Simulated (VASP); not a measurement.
Here is a VASP 6.6.1 calculation.

File INCAR:

```
SYSTEM = InSb
PREC = Accurate ; ENCUT = 520
EDIFF = 1E-6 ; ISMEAR = 0
SIGMA = 0.15 ; LREAL = .False.
LASPH = .True. ; NELM = 60
ALGO = Normal ; ISIF = 2
LWAVE = .False. ; LCHARG = .False.
GGA = PE ; NBANDS = 16
```

File KPOINTS:

```
Automatic mesh
0
Gamma
  12 12 12
  0 0 0
```

File POSCAR:

```
InSb
1.0
    0.0000000000      2.9983042030      3.2289429878
    2.9983042030      0.0000000000      3.2289429878
    2.9983042030      2.9983042030      0.0000000000
In Sb
1 1
Direct
    0.0000000000      0.0000000000      0.0000000000
    0.5000000000      0.5000000000      0.5000000000
```

Potentials or basis: VASP PAW PBE potentials, release 64 (In_d, Sb).

The run is started by

```console
$ cat potpaw_PBE.64/In_d/POTCAR potpaw_PBE.64/Sb/POTCAR > POTCAR
$ mpirun -np 1 vasp_std > vasp.out
```

Task: Estimate the pressure.

Result: 0.6 GPa.

Task: Estimate the band gap on the k mesh.

Result: Zero (bands 9 and 10 overlap by 2.57 eV).

Stress tensor (GPa, compression positive):
```
 2.24  0.00  0.00
 0.00  2.24  0.00
 0.00  0.00 -2.80
```

Caveat: the cell differs from its parent crystal (strain +e along x and -e along y +0.0000, strain +e along z and -e/2 along x and y +0.0500); spin-orbit coupling is left out, which moves the levels of the heavy elements.
